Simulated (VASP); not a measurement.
Input of a VASP 6.6.1 run:

File INCAR:

```
ALGO = Normal
EDIFF = 1E-6
ENCUT = 520
GGA = PS
ISIF = 2
ISMEAR = 0
LASPH = True
LCHARG = False
LREAL = False
LWAVE = False
NBANDS = 14
NELM = 80
PREC = Accurate
SIGMA = 0.1
```

Contents of KPOINTS:

```
k-points
0
Gamma
  10 10 10
```

The input POSCAR:

```
Bi
1.0
   -1.9988894414      1.9988894414      1.9988894414
    1.9988894414     -1.9988894414      1.9988894414
    1.9988894414      1.9988894414     -1.9988894414
Bi
1
Direct
    0.0000000000      0.0000000000      0.0000000000
```

Potentials or basis: VASP PAW PBE potentials, release 64 (Bi_d).

Run with:

```console
$ cat potpaw_PBE.64/Bi_d/POTCAR > POTCAR
$ mpirun -np 1 vasp_std > vasp.out
```

**Question.** Predict the pressure.

**Answer.** -3.2 GPa.

Caveat: the PAW data sets were made with another functional, which shifts forces and pressure a little.
